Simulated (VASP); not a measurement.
Runs of VASP 6.6.1 on TlBr. The structure is that of space group Pm-3m (No. 221), or close to it. The cells are those of the table. 

```tsv
task	cell	smearing	gap on the mesh (eV)	pressure (GPa)
single point	a = 3.985 Å, 2 atoms	gaussian 0.05 eV	1.74	(a)
single point	a = 3.914 Å, 2 atoms	gaussian 0.05 eV	1.59	0.0
single point	a = 3.912 Å, 2 atoms	gaussian 0.05 eV	1.59	0.0
single point	a = 3.998 Å, 2 atoms	gaussian 0.05 eV	1.77	-1.5
```

Alike in all rows: level PBEsol; potentials or basis VASP PAW PBE potentials, release 64 (Tl_d, Br); no spin polarisation; k mesh 8 × 8 × 8; cutoff (eV) 500.

Q: Fill in the values left out.

A: (a) -1.3.

Caveats: the PAW data sets were made with another functional, which shifts forces and pressure a little; spin-orbit coupling is left out, which moves the levels of the heavy elements.

A k mesh can miss the band edges, and the runs leave out spin-orbit coupling on Br, Tl.
